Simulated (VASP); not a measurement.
# MnO2 (R-3m) in VASP: notebook, part 2 of 2

VASP 6.6.1. Earlier steps stand in the parts before.

### Step 4. Single point, PBE, collinear spin, ferromagnetic start

File INCAR:

```
SYSTEM = MnO2
PREC = Accurate ; ENCUT = 520
EDIFF = 1E-6 ; ISMEAR = 0
SIGMA = 0.1 ; LREAL = .False.
LASPH = .True. ; NELM = 150
ALGO = Normal ; ISIF = 2
LWAVE = .False. ; LCHARG = .True.
ISPIN = 2 ; MAGMOM = 4 0 0
LORBIT = 11 ; LMAXMIX = 4
GGA = PE ; LELF = .True.
LVHAR = .True. ; NBANDS = 24
```

File KPOINTS:

```
regular mesh
0
Gamma
  6 6 6
  0 0 0
```

File POSCAR:

```
MnO2
1.0
    1.4284348394      0.8247072390      4.5839315268
   -1.4284348394      0.8247072390      4.5839315268
    0.0000000000     -1.6494144781      4.5839315268
Mn O
1 2
Direct
    0.0000000000      0.0000000000      0.0000000000
    0.2643644900      0.2643644900      0.2643644900
    0.7356355100      0.7356355100      0.7356355100
```

Potentials or basis: VASP PAW PBE potentials, release 64 (Mn_pv, O).

The run is started by

```console
$ cat potpaw_PBE.64/Mn_pv/POTCAR potpaw_PBE.64/O/POTCAR > POTCAR
$ mpirun -np 1 vasp_std > vasp.out
```

OUTCAR:

```text
SYSTEM = MnO2
   PREC = Accurate
   ENCUT = 520
   EDIFF = 1E-6
   ISMEAR = 0
   LREAL = .False.
   LASPH = .True.
   NELM = 150
   ISIF = 2
   ISPIN = 2
   LORBIT = 11
   GGA = PE

 ion  position               nearest neighbor table
   1  0.000  0.000  0.000-   3 1.90   2 1.90   3 1.90   3 1.90   2 1.90   2 1.90
   2  0.264  0.264  0.264-   1 1.90   1 1.90   1 1.90
   3  0.736  0.736  0.736-   1 1.90   1 1.90   1 1.90

  LATTYP: Found a trigonal (rhomboedric) cell.
 ALAT       =     4.8716523237
 COS(alpha) =     0.8280515398

  Lattice vectors:

 A1 = (   1.4284348394,   0.8247072390,   4.5839315268)
 A2 = (  -1.4284348394,   0.8247072390,   4.5839315268)
 A3 = (   0.0000000000,  -1.6494144781,   4.5839315268)

Analysis of symmetry for initial positions (statically):
=====================================================================
 Subroutine PRICEL returns:
 Original cell was already a primitive cell.

 Routine SETGRP: Setting up the symmetry group for a
 trigonal (rhombohedral) supercell.

 Subroutine GETGRP returns: Found 12 space group operations
 (whereof 12 operations were pure point group operations)
 out of a pool of 12 trial point group operations.

The static configuration has the point symmetry D_3d.

Analysis of symmetry for dynamics (positions and initial velocities):
=====================================================================
 Subroutine PRICEL returns:
 Original cell was already a primitive cell.

 Routine SETGRP: Setting up the symmetry group for a
 trigonal (rhombohedral) supercell.

 Subroutine GETGRP returns: Found 12 space group operations
 (whereof 12 operations were pure point group operations)
 out of a pool of 12 trial point group operations.

The dynamic configuration has the point symmetry D_3d.

Analysis of structural, dynamic, and magnetic symmetry:
=====================================================================
 Subroutine PRICEL returns:
[... 155 lines left out ...]
  free energy    TOTEN  =       -23.80556278 eV

  energy without entropy =      -23.80556278  energy(sigma->0) =      -23.80556278

 E-fermi :   3.6804     XC(G=0): -10.8315

 val. band max:        3.2393410411   @ k =   0.5000   0.3333   0.3333
 cond. band min:       4.1002064978   @ k =   0.0000   0.0000   0.0000
 fundamental gap:      0.8608654567
 Fermi energy:         3.6804112476

 spin component 1

 k-point     1 :       0.0000    0.0000    0.0000
  band No.  band energies     occupation
      1     -47.0471      1.00000
      2     -47.0471      1.00000
      3     -47.0422      1.00000
      4     -16.3474      1.00000
      5     -14.0152      1.00000
      6      -3.0491      1.00000
[... 637 lines left out ...]
     23      24.6131      0.00000
     24      25.8437      0.00000

 [... further k-points ...]

 spin component 2

 k-point     1 :       0.0000    0.0000    0.0000
  band No.  band energies     occupation
      1     -43.9872      1.00000
      2     -43.9872      1.00000
      3     -43.8171      1.00000
      4     -16.1939      1.00000
      5     -13.9031      1.00000
      6      -2.1855      1.00000
[... 637 lines left out ...]
     23      25.2429      0.00000
     24      26.2376      0.00000

 [... further k-points ...]

------------------------ aborting loop because EDIFF is reached ----------------------------------------

  FORCE on cell =-STRESS in cart. coord.  units (eV):
  Direction    XX          YY          ZZ          XY          YZ          ZX
  --------------------------------------------------------------------------------------
  -------------------------------------------------------------------------------------
  Total        1.3008132      1.3008132      0.9988338      0.0000000     -0.0000000      0.0000000
  in kB       64.3244257     64.3244257     49.3917242      0.0000000     -0.0000000      0.0000000
  external PRESSURE =      59.3468585 kB  Pullay stress =       0.0000000 kB

 VOLUME and BASIS-vectors are now :
 -----------------------------------------------------------------------------
  energy-cutoff  :      520.00
  volume of cell :       32.40
      direct lattice vectors                 reciprocal lattice vectors
     1.428434839  0.824707239  4.583931527     0.350033468  0.202091917  0.072717782
    -1.428434839  0.824707239  4.583931527    -0.350033468  0.202091917  0.072717782
     0.000000000 -1.649414478  4.583931527     0.000000000 -0.404183833  0.072717782

 POSITION                                       TOTAL-FORCE (eV/Angst)
 -----------------------------------------------------------------------------------
      0.00000      0.00000      0.00000         0.000000      0.000000      0.000000
      0.00000     -0.00000      3.63549        -0.000000      0.000000     -0.305001
      0.00000     -0.00000     10.11631        -0.000000     -0.000000      0.305001
 -----------------------------------------------------------------------------------
    total drift:                                0.000000      0.000000      0.000000

  FREE ENERGIE OF THE ION-ELECTRON SYSTEM (eV)
  ---------------------------------------------------
  free  energy   TOTEN  =       -23.8055627800 eV

  energy  without entropy=      -23.8055627799  energy(sigma->0) =      -23.80556278

 total charge

# of ion       s       p       d       tot
------------------------------------------
    1        0.356   6.468   4.924  11.747
    2        1.583   3.418   0.000   5.001
    3        1.583   3.418   0.000   5.001
--------------------------------------------------
tot          3.521  13.304   4.924  21.749

 magnetization (x)

# of ion       s       p       d       tot
------------------------------------------
    1        0.031   0.039   2.766   2.836
    2        0.004   0.040   0.000   0.043
    3        0.004   0.040   0.000   0.043
--------------------------------------------------
tot          0.038   0.119   2.766   2.923
```

OSZICAR:

```text
N       E                     dE             d eps       ncg     rms          rms(c)
DAV:   1     0.244273145660E+03    0.24427E+03   -0.13674E+04  3072   0.119E+03
DAV:   2    -0.170651733956E+02   -0.26134E+03   -0.24520E+03  3376   0.362E+02
DAV:   3    -0.311626920481E+02   -0.14098E+02   -0.14022E+02  3600   0.902E+01
DAV:   4    -0.312889376969E+02   -0.12625E+00   -0.12624E+00  3400   0.900E+00
DAV:   5    -0.312904192934E+02   -0.14816E-02   -0.14816E-02  3760   0.932E-01    0.313E+01
DAV:   6    -0.300088933159E+02    0.12815E+01   -0.90243E+01  3808   0.749E+01    0.401E+01
DAV:   7    -0.249260343955E+02    0.50829E+01   -0.10346E+02  3584   0.758E+01    0.149E+01
DAV:   8    -0.239741861013E+02    0.95185E+00   -0.28910E+00  3384   0.154E+01    0.600E+00
DAV:   9    -0.237973441072E+02    0.17684E+00   -0.93127E-01  4272   0.891E+00    0.235E+00
DAV:  10    -0.238076096150E+02   -0.10266E-01   -0.90827E-02  3336   0.198E+00    0.124E+00
DAV:  11    -0.238052877034E+02    0.23219E-02   -0.88005E-03  3376   0.703E-01    0.423E-01
DAV:  12    -0.238056599008E+02   -0.37220E-03   -0.69617E-04  3120   0.241E-01    0.163E-01
DAV:  13    -0.238055463214E+02    0.11358E-03   -0.65943E-04  3648   0.276E-01    0.443E-02
DAV:  14    -0.238055592274E+02   -0.12906E-04   -0.11203E-04  3480   0.964E-02    0.272E-02
DAV:  15    -0.238055621013E+02   -0.28739E-05   -0.78561E-06  3088   0.255E-02    0.152E-02
DAV:  16    -0.238055627800E+02   -0.67870E-06   -0.35245E-06  2696   0.212E-02
   1 F= -.23805563E+02 E0= -.23805563E+02  d E =-.350640E-10  mag=     3.0000
```

Run time: 78 s. Hardware: 1 thread of Intel Xeon Platinum 8259CL at 2.50GHz (Skylake/Cascade Lake), shared host; peak memory 0.25 GiB.

Results:

```yaml
Free_energy: -23.8056 eV
Pressure: 5.9 GPa
Largest_force: 0.305 eV/Å
Band_gap_on_the_k_mesh: 0.86 eV, indirect (least direct gap 0.91 eV)
Net_moment: 3.00 μB per cell
Site_moments: Mn +2.84; O +0.04 μB
Valence_electrons_inside_the_program's_atomic_spheres: Mn 11.75; O 5.00
```

Forces in eV/Å, atoms in the order of the input:
```
Mn   0.000  0.000  0.000
O    0.000  0.000 -0.305
O    0.000  0.000  0.305
```

Stress tensor (GPa, compression positive):
```
6.43 0.00 0.00
0.00 6.43 0.00
0.00 0.00 4.94
```

Caveat: the k points lie up to 0.43 Å⁻¹ apart; a cell with one magnetic atom can't hold antiferromagnetic order, which such compounds often take. A k mesh can miss the band edges.

### Step 5. Overview

| level | k mesh | smearing | gap on the mesh (eV) | pressure (GPa) | moment (μB) | largest force (eV/Å) |
| --- | --- | --- | --- | --- | --- | --- |
| BLYP | 3 × 3 × 3 | tetrahedron | 0.80 | 12.0 | 3.00 | 0.60 |
| PBE | 3 × 3 × 3, shifted | gaussian 0.1 eV | 1.08 | 5.9 | 3.00 | 0.29 |
| PBE | 6 × 6 × 6 | gaussian 0.1 eV | 0.86 | 5.9 | 3.00 | 0.31 |

Alike in all rows: task single point; potentials or basis VASP PAW PBE potentials, release 64 (Mn_pv, O); spin collinear, ferromagnetic start; cell as given; cutoff (eV) 520.

Caveats: all runs use coarse meshes; a cell with one magnetic atom can't hold antiferromagnetic order, which such compounds often take; the PAW data sets were made with another functional, which shifts forces and pressure a little (some runs).

Total energies depend on the potentials used, so only differences within one code and one set of settings carry meaning.
